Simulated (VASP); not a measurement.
Here is a VASP 6.6.1 calculation.

File POSCAR:

```
AlW
1.0
    6.1020840000      0.0000000000      0.0000000000
    0.0000000000      5.6095220000      0.0000000000
    0.0000000000      0.0000000000      3.1771260000
W Al
4 4
Direct
    0.1750000000      0.0000000000      0.2500000000
    0.8250000000      0.0000000000      0.7500000000
    0.6750000000      0.5000000000      0.7500000000
    0.3250000000      0.5000000000      0.2500000000
    0.6200000000      0.2000000000      0.2500000000
    0.3800000000      0.8000000000      0.7500000000
    0.1200000000      0.3000000000      0.7500000000
    0.8800000000      0.7000000000      0.2500000000
```

Contents of INCAR.step1:

```
  ALGO = Normal
  EDIFF = 1E-4
  ENCUT = 520
  GGA = PE
  ISMEAR = -1
  ISPIN = 2
  LASPH = T
  LCHARG = F
  LMAXMIX = 4
  LREAL = F
  LWAVE = T
  MAGMOM = 1 1 1 1 0 0 0 0
  NBANDS = 48
  NELM = 150
  PREC = Accurate
  SIGMA = 0.1
```

Contents of INCAR.step2:

```
  ALGO = Normal
  EDIFF = 1E-6
  ENCUT = 520
  ISIF = 2
  ISMEAR = -1
  ISPIN = 2
  ISTART = 1
  LASPH = T
  LCHARG = T
  LELF = T
  LMAXMIX = 4
  LMIXTAU = T
  LORBIT = 11
  LREAL = F
  LVHAR = T
  LWAVE = F
  MAGMOM = 1 1 1 1 0 0 0 0
  METAGGA = R2SCAN
  NBANDS = 48
  NELM = 150
  PREC = Accurate
  SIGMA = 0.1
```

KPOINTS

```
k-points
0
Gamma
  3 4 6
```

Potentials or basis: VASP PAW PBE potentials, release 64 (W_sv, Al).

The run is started by

```bash
$ cat potpaw_PBE.64/W_sv/POTCAR potpaw_PBE.64/Al/POTCAR > POTCAR
$ cp INCAR.step1 INCAR
$ mpirun -np 1 vasp_std > vasp.out
$ cp INCAR.step2 INCAR
$ mpirun -np 1 vasp_std > vasp.out
```

Task: Estimate the net moment.

Result: 0.00 μB per cell.

Task: Predict the pressure.

Result: 66.7 GPa.

Task: Estimate the band gap on the k mesh.

Result: Zero (filled and empty bands overlap).

Stress tensor (GPa, compression positive):
```
40.13  0.00  0.00
 0.00 79.86  0.00
 0.00  0.00 80.08
```

Caveat: the stress differs along the axes, from 40 to 80 GPa; the PAW data sets were made with another functional, which shifts forces and pressure a little; spin-orbit coupling is left out, which moves the levels of the heavy elements.
